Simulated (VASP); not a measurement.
# Na2S (Fm-3m) in VASP: notebook, part 2 of 2

VASP 6.6.1. Earlier steps stand in the parts before.

### Step 3. Single point, LDA

This run uses another cell than the first one, of 20.56 Å³/atom, 0.888 times its volume.

INCAR reads:

```
PREC     = Accurate       # precision mode
ENCUT    = 500            # plane-wave cutoff, eV
EDIFF    = 1E-6           # SCF threshold, eV
ISMEAR   = 0              # smearing method
SIGMA    = 0.01           # smearing width, eV
LREAL    = False          # projectors in reciprocal space
LASPH    = True           # aspherical terms in the spheres
NELM     = 120            # most SCF steps
ALGO     = Normal         # electronic algorithm
ISIF     = 2              # what is computed and relaxed
LWAVE    = False          # write WAVECAR
LCHARG   = False          # write CHGCAR
GGA      = CA             # functional
NBANDS   = 17             # bands
GGA_COMPAT= False
```

KPOINTS reads:

```
regular mesh
0
Gamma
  8 8 8
```

POSCAR reads:

```
Na2S
1.0
    0.0000000000      3.1359627462      3.1359627462
    3.1359627462      0.0000000000      3.1359627462
    3.1359627462      3.1359627462      0.0000000000
Na S
2 1
Direct
    0.2500000000      0.2500000000      0.2500000000
    0.7500000000      0.7500000000      0.7500000000
    0.0000000000      0.0000000000      0.0000000000
```

Potentials or basis: VASP PAW LDA potentials, release 64 (Na_pv, S).

Started as:

```sh
cat potpaw_LDA.64/Na_pv/POTCAR potpaw_LDA.64/S/POTCAR > POTCAR
mpirun -np 1 vasp_std > vasp.out
```

OUTCAR:

```text
PREC = Accurate
   ENCUT = 500
   EDIFF = 1E-6
   ISMEAR = 0
   LREAL = False
   LASPH = True
   NELM = 120
   ISIF = 2
   GGA = CA

 ion  position               nearest neighbor table
   1  0.250  0.250  0.250-   3 2.72   3 2.72   3 2.72   3 2.72
   2  0.750  0.750  0.750-   3 2.72   3 2.72   3 2.72   3 2.72
   3  0.000  0.000  0.000-   2 2.72   2 2.72   2 2.72   1 2.72   2 2.72   1 2.72   1 2.72   1 2.72

  LATTYP: Found a face centered cubic cell.
 ALAT       =     6.2719254924

  Lattice vectors:

 A1 = (   0.0000000000,   3.1359627462,   3.1359627462)
 A2 = (   3.1359627462,   0.0000000000,   3.1359627462)
 A3 = (   3.1359627462,   3.1359627462,   0.0000000000)

Analysis of symmetry for initial positions (statically):
=====================================================================
 Subroutine PRICEL returns:
 Original cell was already a primitive cell.

 Routine SETGRP: Setting up the symmetry group for a
 face centered cubic supercell.

 Subroutine GETGRP returns: Found 48 space group operations
 (whereof 48 operations were pure point group operations)
 out of a pool of 48 trial point group operations.
[... 159 lines left out ...]
  ext. energy  EPLUGINS =         0.00000000
  ---------------------------------------------------
  free energy    TOTEN  =       -10.89122317 eV

  energy without entropy =      -10.89122317  energy(sigma->0) =      -10.89122317

 E-fermi :   0.6626     XC(G=0):  -8.7738

 val. band max:        0.5415933578   @ k =   0.0000   0.0000   0.0000
 cond. band min:       3.2209011196   @ k =   0.0000   0.0000   0.0000
 fundamental gap:      2.6793077617
 Fermi energy:         0.6626416367

 k-point     1 :       0.0000    0.0000    0.0000
  band No.  band energies     occupation
      1     -21.4298      2.00000
      2     -21.4298      2.00000
      3     -21.4298      2.00000
      4     -21.3466      2.00000
      5     -21.3466      2.00000
      6     -21.3466      2.00000
[... 457 lines left out ...]
      4     -21.3925      2.00000
      5     -21.3485      2.00000
      6     -21.3468      2.00000
[... 9 lines left out ...]
     16      11.6351      0.00000
     17      13.0269      0.00000

 [... further k-points ...]
[... 5 lines left out ...]
  --------------------------------------------------------------------------------------
  -------------------------------------------------------------------------------------
  Total        0.7769509      0.7769509      0.7769509      0.0000000      0.0000000     -0.0000000
  in kB       20.1818729     20.1818729     20.1818729      0.0000000      0.0000000     -0.0000000
  external PRESSURE =      20.1818729 kB  Pullay stress =       0.0000000 kB

 VOLUME and BASIS-vectors are now :
 -----------------------------------------------------------------------------
  energy-cutoff  :      500.00
  volume of cell :       61.68
      direct lattice vectors                 reciprocal lattice vectors
     0.000000000  3.135962746  3.135962746    -0.159440670  0.159440670  0.159440670
     3.135962746  0.000000000  3.135962746     0.159440670 -0.159440670  0.159440670
     3.135962746  3.135962746  0.000000000     0.159440670  0.159440670 -0.159440670

 POSITION                                       TOTAL-FORCE (eV/Angst)
 -----------------------------------------------------------------------------------
      1.56798      1.56798      1.56798        -0.000000     -0.000000     -0.000000
      4.70394      4.70394      4.70394         0.000000      0.000000      0.000000
      0.00000      0.00000      0.00000         0.000000     -0.000000      0.000000
 -----------------------------------------------------------------------------------
    total drift:                               -0.000000     -0.000000      0.000000

  FREE ENERGIE OF THE ION-ELECTRON SYSTEM (eV)
  ---------------------------------------------------
  free  energy   TOTEN  =       -10.8912231674 eV

  energy  without entropy=      -10.8912231674  energy(sigma->0) =      -10.89122317
```

Run time: 34 s. Hardware: 1 thread of Intel Xeon 8259CL, shared host; peak memory 0.16 GiB.

Results:

| Property | Result |
| --- | --- |
| Free energy | -10.8912 eV |
| Pressure | 2.0 GPa |
| Band gap on the k mesh | 2.68 eV, direct |

Levels at points of the mesh, in eV from the valence-band top:
```tsv
k point	band 6	band 7	band 8	band 9	band 10	band 11	band 12	band 13	band 14	band 15
(0.00, 0.00, 0.00)	-21.89	-10.29	0.00	0.00	0.00	2.68	7.96	7.96	7.96	9.50
(0.50, 0.00, 0.00)	-21.93	-9.93	-1.93	-0.14	-0.14	5.07	6.78	7.23	7.23	11.78
(0.50, 0.50, 0.00)	-21.87	-9.82	-1.73	-0.52	-0.52	3.68	6.15	9.27	10.34	10.34
```

LDA gaps usually lie below the measured ones, often by a third to a half.
